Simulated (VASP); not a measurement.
Wanted: the native input for a VASP 6.6.1 run.

```yaml
Task: single point
Functional: PBEsol
Potentials_or_basis: VASP PAW PBE potentials, release 64 (C)
Cutoff: 520 eV
k_mesh: 18 × 18 × 18
Occupations: fermi-dirac, width 0.05 eV
Spin: no spin polarisation
Dipole_correction: no
Further_INCAR_settings: ALGO = Normal; EDIFF = 1e-06; NBANDS = 11
```

The structure of C lies in POSCAR:

```
C
1.0
    0.0000000000      2.1695400000      3.3480000000
    1.2525600000      0.0000000000      3.3480000000
    1.2525600000      2.1695400000      0.0000000000
C
2
Direct
    0.1666700000      0.8333300000      0.1666700000
    0.8333300000      0.1666700000      0.8333300000
```

This cell differs from its parent crystal: equal xx and yy strain of +2 %.

The input as run:

INCAR

```
SYSTEM = C
PREC = Accurate ; ENCUT = 520
EDIFF = 1E-6 ; ISMEAR = -1
SIGMA = 0.05 ; LREAL = .FALSE.
LASPH = .TRUE. ; NELM = 80
ALGO = Normal ; ISIF = 2
LWAVE = .FALSE. ; LCHARG = .FALSE.
GGA = PS ; NBANDS = 11
```

KPOINTS

```
regular mesh
0
G
  18 18 18
  0 0 0
```

Potentials or basis: VASP PAW PBE potentials, release 64 (C).

Run with:

```bash
$ cat potpaw_PBE.64/C/POTCAR > POTCAR
$ mpirun -np 1 vasp_std > vasp.out
```

It gave:

The pressure is -13.4 GPa and the largest force is 0.004 eV/Å. The band gap on the k mesh is 0.08 eV, indirect (least direct gap 0.16 eV).

Caveat: the cell differs from its parent crystal (equal xx and yy strain of +2 %); the PAW data sets were made with another functional, which shifts forces and pressure a little.

It took 2.4 min on 1 thread of Intel Xeon 6975P-C (shared host), peak memory 0.25 GiB.
